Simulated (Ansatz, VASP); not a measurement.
One calculation of SiC, two programs

INCAR

```
ALGO = Normal
EDIFF = 1E-7
EDIFFG = -0.01
ENCUT = 520
GGA = PE
IBRION = 2
ISIF = 2
ISMEAR = 0
LASPH = T
LCHARG = F
LREAL = F
LWAVE = F
NELM = 80
NSW = 50
PREC = Accurate
SIGMA = 0.05
```

Contents of KPOINTS:

```
k-points
0
Gamma
  12 12 6
```

POSCAR

```
SiC
1.0
    3.0509791851      0.0000000000      0.0000000000
   -1.5254895925      2.6422254807      0.0000000000
    0.0000000000      0.0000000000      5.2113775460
Si C
2 2
Direct
    0.3333333333      0.6666666667      0.0045639005
    0.6666666667      0.3333333333      0.5045639005
    0.3333333333      0.6666666667      0.3804360995
    0.6666666667      0.3333333333      0.8804360995
```

Input for Ansatz:

```yaml
crystal:
  lattice:
    - [3.0509791851, 0.0, 0.0]
    - [-1.5254895925, 2.6422254807, 0.0]
    - [0.0, 0.0, 5.211377546]
  atoms:
    - { symbol: Si, position: [0.3333333333, 0.6666666667, 0.0045639005] }
    - { symbol: Si, position: [0.6666666667, 0.3333333333, 0.5045639005] }
    - { symbol: C, position: [0.3333333333, 0.6666666667, 0.3804360995] }
    - { symbol: C, position: [0.6666666667, 0.3333333333, 0.8804360995] }
basis:
  ecutwfc: 520.0
kpoints:
  mp_grid: { grid: [12, 12, 6] }
hamiltonian:
  xc: pbe
  pseudopotentials: { kind: paw, azcp: { folder: soft_1 } }
scf:
  occupations: { method: gaussian, width: 0.05 }
output:
  forces: true
  stress: true
  eigenvalues: true
relax:
  adjacent_minimum: "off"
  f_tol: 0.01
  max_steps: 30
```

Alike in both runs: task relaxation of the atoms; functional PBE; k mesh 12 × 12 × 6; occupations gaussian, width 0.05 eV; no spin polarisation.

|  | VASP | Ansatz |
| --- | --- | --- |
| version | VASP 6.6.1 | Ansatz 0.2.0 |
| potentials or method | VASP PAW PBE potentials, release 64 (Si, C), cutoff 520 eV | scalar-relativistic, plane waves, PAW |
| valence electrons in the cell | 16 | 16 |

```tsv
	VASP	Ansatz	Ansatz less VASP
gap on the k mesh at the Fermi level, each at its own relaxed structure (eV)	2.02	2.02	+0.003
```

Ansatz's warnings: stress scf threshold loose.
